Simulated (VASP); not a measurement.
# Cs (Im-3m) in VASP: further runs

The runs below take Cs through single point, relaxation of cell and atoms, with PBE.

Everything below comes from runs of VASP 6.6.1. Logs are shortened: lines on timing, memory, paths and dates and some standing lists are left out, and cuts for length are marked.

**1. The cell of the first run**

Symmetry: Im-3m, No. 229, cubic system. The conventional cell has a = 4.655 Å, b = 4.655 Å, c = 4.655 Å, α = 90.00°, β = 90.00°, γ = 90.00°. Cs (site symmetry m-3m) has 14 Cs at 4.03 to 4.65 Å within 5.3 Å.

**2. Single point, PBE**

Contents of INCAR:

```
ALGO = Normal
EDIFF = 1E-6
ENCUT = 520
GGA = PE
ISIF = 2
ISMEAR = -1
LASPH = T
LCHARG = T
LELF = T
LREAL = F
LVHAR = T
LWAVE = F
NBANDS = 10
NELM = 80
PREC = Accurate
SIGMA = 0.05
```

Contents of KPOINTS:

```
k-points
0
Gamma
  6 6 6
```

Contents of POSCAR:

```
Cs
1.0
   -2.3274055589      2.3274055589      2.3274055589
    2.3274055589     -2.3274055589      2.3274055589
    2.3274055589      2.3274055589     -2.3274055589
Cs
1
Direct
    0.0000000000      0.0000000000      0.0000000000
```

Potentials or basis: VASP PAW PBE potentials, release 64 (Cs_sv).

Command:

```console
cat potpaw_PBE.64/Cs_sv/POTCAR > POTCAR
mpirun -np 1 vasp_std > vasp.out
```

OUTCAR:

```text
EDIFF = 1E-6
   ENCUT = 520
   GGA = PE
   ISIF = 2
   ISMEAR = -1
   LASPH = T
   LREAL = F
   NELM = 80
   PREC = Accurate

 ion  position               nearest neighbor table
   1  0.000  0.000  0.000-

  LATTYP: Found a body centered cubic cell.
 ALAT       =     4.6548111178

  Lattice vectors:

 A1 = (  -2.3274055589,   2.3274055589,   2.3274055589)
 A2 = (   2.3274055589,  -2.3274055589,   2.3274055589)
 A3 = (   2.3274055589,   2.3274055589,  -2.3274055589)

Analysis of symmetry for initial positions (statically):
=====================================================================
 Subroutine PRICEL returns:
 Original cell was already a primitive cell.

 Routine SETGRP: Setting up the symmetry group for a
 body centered cubic supercell.

 Subroutine GETGRP returns: Found 48 space group operations
 (whereof 48 operations were pure point group operations)
 out of a pool of 48 trial point group operations.

The static configuration has the point symmetry O_h .

Analysis of symmetry for dynamics (positions and initial velocities):
=====================================================================
 Subroutine PRICEL returns:
 Original cell was already a primitive cell.

 Routine SETGRP: Setting up the symmetry group for a
 body centered cubic supercell.

 Subroutine GETGRP returns: Found 48 space group operations
 (whereof 48 operations were pure point group operations)
 out of a pool of 48 trial point group operations.

The dynamic configuration has the point symmetry O_h .

 Subroutine INISYM returns: Found 48 space group operations
 (whereof 48 operations are pure point group operations),
 and found     1 'primitive' translations

----------------------------------------------------------------------------------------

                                     Primitive cell

  volume of cell :      50.4285

  direct lattice vectors                    reciprocal lattice vectors
    -2.327405559  2.327405559  2.327405559     0.000000000  0.214831488  0.214831488
     2.327405559 -2.327405559  2.327405559     0.214831488  0.000000000  0.214831488
     2.327405559  2.327405559 -2.327405559     0.214831488  0.214831488  0.000000000

  length of vectors
     4.031184678  4.031184678  4.031184678     0.303817604  0.303817604  0.303817604

  position of ions in fractional coordinates (direct lattice)
     0.000000000  0.000000000  0.000000000

  ion indices of the primitive-cell ions
   primitive index   ion index
                 1           1

----------------------------------------------------------------------------------------

 KPOINTS: k-points

Automatic generation of k-mesh.
 Grid dimensions read from file:
 generate k-points for:    6    6    6

 Generating k-lattice:

  Cartesian coordinates                     Fractional coordinates (reciprocal lattice)
     0.000000000  0.035805248  0.035805248     0.166666667  0.000000000  0.000000000
     0.035805248  0.000000000  0.035805248     0.000000000  0.166666667  0.000000000
     0.035805248  0.035805248  0.000000000     0.000000000  0.000000000  0.166666667

  Length of vectors
     0.050636267  0.050636267  0.050636267

  Shift w.r.t. Gamma in fractional coordinates (k-lattice)
     0.000000000  0.000000000  0.000000000

 Subroutine IBZKPT returns following result:
 ===========================================

 Found     16 irreducible k-points:

 Following reciprocal coordinates:
            Coordinates               Weight
  0.000000  0.000000  0.000000      1.000000
  0.166667  0.000000  0.000000     12.000000
  0.333333  0.000000  0.000000     12.000000
  0.500000  0.000000  0.000000      6.000000
  0.166667  0.166667  0.000000     24.000000
  0.333333  0.166667 -0.000000     48.000000
[... 8 lines left out ...]
  0.500000  0.500000  0.333333     12.000000
  0.500000  0.500000  0.500000      1.000000
   k-points           NKPTS =     16   k-points in BZ     NKDIM =     16   number of bands    NBANDS=     10
   number of dos      NEDOS =    301   number of ions     NIONS =      1
   total plane-waves  NPLWV =  27000
   dimension x,y,z NGX =    30 NGY =   30 NGZ =   30
   dimension x,y,z NGXF=    60 NGYF=   60 NGZF=   60
   ions per type =               1
   NGX,Y,Z   is equivalent  to a cutoff of  12.37, 12.37, 12.37 a.u.
   NGXF,Y,Z  is equivalent  to a cutoff of  24.74, 24.74, 24.74 a.u.
 SYSTEM =  unknown system
   PREC   = accura    normal or accurate (medium, high low for compatibility)
   ISTART =      0    job   : 0-new  1-cont  2-samecut
   ICHARG =      2    charge: 1-file 2-atom 10-const
   ISPIN  =      1    spin polarized calculation?
   LNONCOLLINEAR =      F non collinear calculations
   LSORBIT =      F    spin-orbit coupling
   LASPH  =      T    aspherical Exc in radial PAW
   ENCUT  =  520.0 eV  38.22 Ry    6.18 a.u.   7.50  7.50  7.50*2*pi/ulx,y,z
   NELM   =     80;   NELMIN=  2; NELMDL= -5     # of ELM steps
   EDIFF  = 0.1E-05   stopping-criterion for ELM
   LREAL  =      F    real-space projection
   EDIFFG = 0.1E-04   stopping-criterion for IOM
   NSW    =      0    number of steps for IOM
   IBRION =     -1    ionic relax: 0-MD 1-quasi-New 2-CG
   NFREE  =      0    steps in history (QN), initial steepest desc. (CG)
   ISIF   =      2    stress and relaxation
   ISYM   =      2    0-nonsym 1-usesym 2-fastsym
   POTIM  = 0.5000    time-step for ionic-motion
   TEBEG  =    0.0;   TEEND  =   0.0 temperature during run
   PSTRESS=    0.0 pullay stress
   NELECT =       9.0000    total number of electrons
   NUPDOWN=      -1.0000    fix difference up-down
   EMIN   =  10.00;   EMAX   =-10.00  energy-range for DOS
   EFERMI =   0.00;   METHOD = LEGACY
   ISMEAR =    -1;   SIGMA  =   0.05  broadening in eV -4-tet -1-fermi 0-gaus
   EFERMI_NEDOS =   21; number of points for ismear=-14 and -15
   IALGO  =     38    algorithm
   IMIX   =      4    mixing-type and parameters
     AMIX     =   0.40;   BMIX     =  1.00
     AMIX_MAG =   1.60;   BMIX_MAG =  1.00
  volume/ion in A,a.u.               =      50.43       340.31
  Fermi-wavevector in a.u.,A,eV,Ry     =   0.921716  1.741790 11.558961  0.849560
  Thomas-Fermi vector in A             =   2.047163
   LORBIT       =      0    0 simple, 1 ext, 2 COOP (PROOUT), +10 PAW based schemes
   GGA     = PE    functional components
   LHFCALC =     F    Hartree Fock is set to
   AEXX    =    0.0000 exact exchange contribution
   IVDW    =     0    specifies the selected vdW correction
   LEPSILON=     F    determine dielectric tensor
   LRPA    =     F    only Hartree local field effects (RPA)
 non-spin polarized calculation
  energy-cutoff  :      520.00
  volume of cell :       50.43
 maximum number of plane-waves:      1409
 NGX is ok and might be reduce to    30
   NGX = 15   NGY = 15   NGZ = 15

 number of electron       9.0000002 magnetization

 Free energy of the ion-electron system (eV)
  ---------------------------------------------------
  ext. energy  EPLUGINS =         0.00000000
  ---------------------------------------------------
  free energy    TOTEN  =        -0.17861447 eV

  energy without entropy =       -0.15314524  energy(sigma->0) =       -0.16587985

 E-fermi :   3.5267     XC(G=0):  -8.0185

 val. band max:        3.4735396182   @ k =   0.5000   0.5000   0.1667
 cond. band min:       3.5504647521   @ k =   0.3333   0.1667  -0.0000
 fundamental gap:      0.0769251339
 Fermi energy:         3.5267464472

 k-point     1 :       0.0000    0.0000    0.0000
  band No.  band energies     occupation
      1     -20.3670      2.00000
      2      -6.4421      2.00000
      3      -6.4421      2.00000
      4      -6.4421      2.00000
      5       1.4264      2.00000
      6       6.4670      0.00000
      7       6.4670      0.00000
      8       6.4670      0.00000
      9       8.1768      0.00000
     10       8.1768      0.00000

 k-point     2 :       0.1667    0.0000    0.0000
  band No.  band energies     occupation
      1     -20.3148      2.00000
      2      -6.8813      2.00000
      3      -6.5609      2.00000
      4      -6.4506      2.00000
      5       2.1747      2.00000
      6       5.8635      0.00000
      7       5.9181      0.00000
      8       7.2401      0.00000
      9       7.7068      0.00000
     10       8.0513      0.00000

 k-point     3 :       0.3333    0.0000    0.0000
  band No.  band energies     occupation
      1     -20.2072      2.00000
      2      -7.6225      2.00000
      3      -6.7834      2.00000
      4      -6.4685      2.00000
      5       3.0301      1.99990
      6       5.0653      0.00000
      7       5.7275      0.00000
      8       8.3601      0.00000
      9       8.3766      0.00000
     10       9.3643      0.00000

 k-point     4 :       0.5000    0.0000    0.0000
  band No.  band energies     occupation
      1     -20.1516      2.00000
      2      -7.9480      2.00000
      3      -6.8880      2.00000
      4      -6.4777      2.00000
      5       2.9405      1.99998
      6       4.7617      0.00000
      7       6.7276      0.00000
      8       8.4815      0.00000
      9       9.2924      0.00000
     10       9.8389      0.00000

 k-point     5 :       0.1667    0.1667    0.0000
  band No.  band energies     occupation
      1     -20.2346      2.00000
      2      -7.3855      2.00000
      3      -6.7358      2.00000
      4      -6.5436      2.00000
      5       3.1873      1.99775
      6       5.0946      0.00000
      7       5.4319      0.00000
      8       7.5070      0.00000
      9       8.7746      0.00000
     10       8.9381      0.00000

 k-point     6 :       0.3333    0.1667   -0.0000
  band No.  band energies     occupation
      1     -20.1520      2.00000
      2      -7.7745      2.00000
      3      -7.0203      2.00000
      4      -6.5863      2.00000
      5       3.5505      0.76717
      6       4.8686      0.00000
      7       5.8044      0.00000
      8       8.0543      0.00000
      9       9.2556      0.00000
     10      10.8140      0.00000

 k-point     7 :       0.3333    0.3333    0.0000
  band No.  band energies     occupation
      1     -20.1242      2.00000
      2      -7.5105      2.00000
      3      -7.5105      2.00000
      4      -6.6421      2.00000
      5       4.1668      0.00001
      6       5.1447      0.00000
      7       5.1447      0.00000
      8       8.8365      0.00000
      9       8.8365      0.00000
     10      10.6143      0.00000

 k-point     8 :       0.1667    0.1667    0.1667
  band No.  band energies     occupation
      1     -20.1699      2.00000
      2      -7.6531      2.00000
      3      -6.8320      2.00000
      4      -6.8320      2.00000
      5       4.4137      0.00000
      6       4.8374      0.00000
      7       4.8374      0.00000
      8       8.9220      0.00000
      9       8.9220      0.00000
     10      11.0473      0.00000

 k-point     9 :       0.3333    0.1667    0.1667
  band No.  band energies     occupation
      1     -20.1372      2.00000
      2      -7.6124      2.00000
      3      -7.1696      2.00000
      4      -6.8793      2.00000
      5       4.4663      0.00000
      6       4.8259      0.00000
      7       5.7940      0.00000
      8       9.1372      0.00000
      9       9.4512      0.00000
     10      10.4495      0.00000

 k-point    10 :      -0.1667    0.1667    0.1667
  band No.  band energies     occupation
      1     -20.2665      2.00000
      2      -6.9970      2.00000
      3      -6.6870      2.00000
      4      -6.6870      2.00000
      5       2.8386      2.00000
      6       5.7313      0.00000
      7       6.2500      0.00000
      8       6.2500      0.00000
      9       7.1369      0.00000
     10       9.2859      0.00000

 k-point    11 :      -0.3333    0.3333    0.1667
  band No.  band energies     occupation
      1     -20.1673      2.00000
      2      -7.5481      2.00000
      3      -6.9217      2.00000
      4      -6.7469      2.00000
      5       3.6658      0.11679
      6       4.7844      0.00000
      7       5.8069      0.00000
      8       6.9587      0.00000
      9       9.0255      0.00000
     10       9.2598      0.00000

 k-point    12 :       0.5000    0.5000    0.1667
  band No.  band energies     occupation
      1     -20.1162      2.00000
      2      -7.8263      2.00000
      3      -7.0316      2.00000
      4      -6.7419      2.00000
      5       3.4735      1.48696
      6       5.2803      0.00000
      7       5.5474      0.00000
      8       6.6476      0.00000
      9      10.1470      0.00000
     10      11.4419      0.00000

 k-point    13 :      -0.3333    0.5000    0.1667
  band No.  band energies     occupation
      1     -20.0984      2.00000
      2      -7.6405      2.00000
      3      -7.2934      2.00000
      4      -6.8083      2.00000
      5       4.0876      0.00003
      6       4.2592      0.00000
      7       5.5005      0.00000
      8       7.7910      0.00000
      9       8.8145      0.00000
     10      11.4560      0.00000

 k-point    14 :      -0.3333    0.3333    0.3333
  band No.  band energies     occupation
      1     -20.0857      2.00000
      2      -7.4536      2.00000
      3      -7.1772      2.00000
      4      -7.1772      2.00000
      5       3.6191      0.27247
      6       3.9964      0.00017
      7       7.3747      0.00000
      8       7.3747      0.00000
      9       8.4720      0.00000
     10       9.0217      0.00000

 k-point    15 :       0.5000    0.5000    0.3333
  band No.  band energies     occupation
      1     -20.0440      2.00000
      2      -7.5625      2.00000
      3      -7.2960      2.00000
      4      -7.2084      2.00000
      5       3.3150      1.97144
      6       3.5682      0.60759
      7       7.4639      0.00000
      8       7.6507      0.00000
      9      10.2022      0.00000
     10      11.0004      0.00000

 k-point    16 :       0.5000    0.5000    0.5000
  band No.  band energies     occupation
      1     -20.0072      2.00000
      2      -7.4185      2.00000
      3      -7.4185      2.00000
      4      -7.4185      2.00000
      5       2.8952      1.99999
      6       2.8952      1.99999
      7      10.0307      0.00000
      8      10.0307      0.00000
      9      10.0307      0.00000
     10      10.8095      0.00000

------------------------ aborting loop because EDIFF is reached ----------------------------------------

  FORCE on cell =-STRESS in cart. coord.  units (eV):
  Direction    XX          YY          ZZ          XY          YZ          ZX
  --------------------------------------------------------------------------------------
  -------------------------------------------------------------------------------------
  Total        1.5743302      1.5743302      1.5743302     -0.0000000     -0.0000000      0.0000000
  in kB       50.0184480     50.0184480     50.0184480     -0.0000000     -0.0000000      0.0000000
  external PRESSURE =      50.0184480 kB  Pullay stress =       0.0000000 kB

 VOLUME and BASIS-vectors are now :
 -----------------------------------------------------------------------------
  energy-cutoff  :      520.00
  volume of cell :       50.43
      direct lattice vectors                 reciprocal lattice vectors
    -2.327405559  2.327405559  2.327405559     0.000000000  0.214831488  0.214831488
     2.327405559 -2.327405559  2.327405559     0.214831488  0.000000000  0.214831488
     2.327405559  2.327405559 -2.327405559     0.214831488  0.214831488  0.000000000

 POSITION                                       TOTAL-FORCE (eV/Angst)
 -----------------------------------------------------------------------------------
      0.00000      0.00000      0.00000        -0.000000     -0.000000      0.000000
 -----------------------------------------------------------------------------------
    total drift:                               -0.000000     -0.000000      0.000000

  FREE ENERGIE OF THE ION-ELECTRON SYSTEM (eV)
  ---------------------------------------------------
  free  energy   TOTEN  =        -0.1786144660 eV

  energy  without entropy=       -0.1531452432  energy(sigma->0) =       -0.16587985
```

Wall time 4.4 s (1 thread of Intel Xeon 6975P-C (Granite Rapids), shared host); peak memory 0.16 GiB.

Results:

- Free energy: -0.1786 eV
- Pressure: 5.0 GPa
- Band gap on the k mesh: zero (an odd number of electrons rules out a gap without spin polarisation)

Caveat: the cell stands under pressure; spin-orbit coupling is left out, which moves the levels of the heavy elements.

**3. Single point, PBE**

This run uses another cell than the first one, of 72.88 Å³/atom.

Contents of INCAR:

```
SYSTEM = Cs
  ALGO = Normal
  EDIFF = 1E-7
  ENCUT = 520
  GGA = PE
  ISIF = 2
  ISMEAR = -1
  LASPH = .TRUE.
  LCHARG = .FALSE.
  LREAL = .FALSE.
  LWAVE = .FALSE.
  NBANDS = 10
  NELM = 80
  PREC = Accurate
  SIGMA = 0.05
```

Contents of KPOINTS:

```
k-points
0
G
  6 6 6
  0 0 0
```

Contents of POSCAR:

```
Cs
1.0
   -2.6313650358      2.6313650358      2.6313650358
    2.6313650358     -2.6313650358      2.6313650358
    2.6313650358      2.6313650358     -2.6313650358
Cs
1
Direct
    0.0000000000      0.0000000000      0.0000000000
```

Potentials or basis: VASP PAW PBE potentials, release 64 (Cs_sv).

Command:

```console
cat potpaw_PBE.64/Cs_sv/POTCAR > POTCAR
mpirun -np 1 vasp_std > vasp.out
```

Wall time 4.9 s (1 thread of Intel Xeon 6975P-C (Granite Rapids), shared host); peak memory 0.19 GiB.

It converged, with:

| Quantity | Value |
| --- | --- |
| Free energy | -0.6499 eV |
| Pressure | 2.0 GPa |
| Band gap on the k mesh | zero (an odd number of electrons rules out a gap without spin polarisation) |

Levels at points of the mesh, in eV from the Fermi level:
```
           k point  band 1  band 2  band 3  band 4  band 5  band 6  band 7  band 8
(0.00, 0.00, 0.00)  -23.75  -10.32  -10.32  -10.32   -2.12    2.71    2.71    2.71
(0.50, 0.00, 0.00)  -23.70  -10.89  -10.50  -10.33   -0.28    1.47    1.67    4.00
(0.50, 0.50, 0.50)  -23.66  -10.70  -10.70  -10.70    0.07    0.07    4.51    4.51
```

Caveat: spin-orbit coupling is left out, which moves the levels of the heavy elements.

**4. Single point, PBE**

This run uses another cell than the first one, of 117.24 Å³/atom.

Contents of INCAR:

```
SYSTEM = Cs
PREC = Accurate
ENCUT = 520
EDIFF = 1E-6
ISMEAR = -1
SIGMA = 0.05
LREAL = .FALSE.
LASPH = .TRUE.
NELM = 60
ALGO = Normal
ISIF = 2
LWAVE = .FALSE.
LCHARG = .FALSE.
GGA = PE
NBANDS = 10
```

Contents of KPOINTS:

```
regular mesh
0
G
  6 6 6
  0 0 0
```

Contents of POSCAR:

```
Cs
1.0
   -3.0832131998      3.0832131998      3.0832131998
    3.0832131998     -3.0832131998      3.0832131998
    3.0832131998      3.0832131998     -3.0832131998
Cs
1
Direct
    0.0000000000      0.0000000000      0.0000000000
```

Command:

```console
cat potpaw_PBE.64/Cs_sv/POTCAR > POTCAR
mpirun -np 1 vasp_std > vasp.out
```

Wall time 6.8 s (1 thread of Intel Xeon 6975P-C (Granite Rapids), shared host); peak memory 0.22 GiB.

The run converged. Its results:

```
Free energy            : -0.8473 eV
Pressure               : 0.0 GPa
Band gap on the k mesh : zero (an odd number of electrons rules out a gap without spin polarisation)
```

Levels at points of the mesh, in eV from the Fermi level:
| k point | band 1 | band 2 | band 3 | band 4 | band 5 | band 6 | band 7 | band 8 | band 9 |
| --- | --- | --- | --- | --- | --- | --- | --- | --- | --- |
| (0.00, 0.00, 0.00) | -23.87 | -10.62 | -10.62 | -10.62 | -1.67 | 2.47 | 2.47 | 2.47 | 3.32 |
| (0.50, 0.00, 0.00) | -23.87 | -10.75 | -10.66 | -10.62 | 0.04 | 0.85 | 1.64 | 3.15 | 3.76 |
| (0.50, 0.50, 0.50) | -23.86 | -10.71 | -10.71 | -10.71 | 0.66 | 0.66 | 2.96 | 2.96 | 2.96 |

Caveat: spin-orbit coupling is left out, which moves the levels of the heavy elements.

(Part 1 of 2 ends here.)
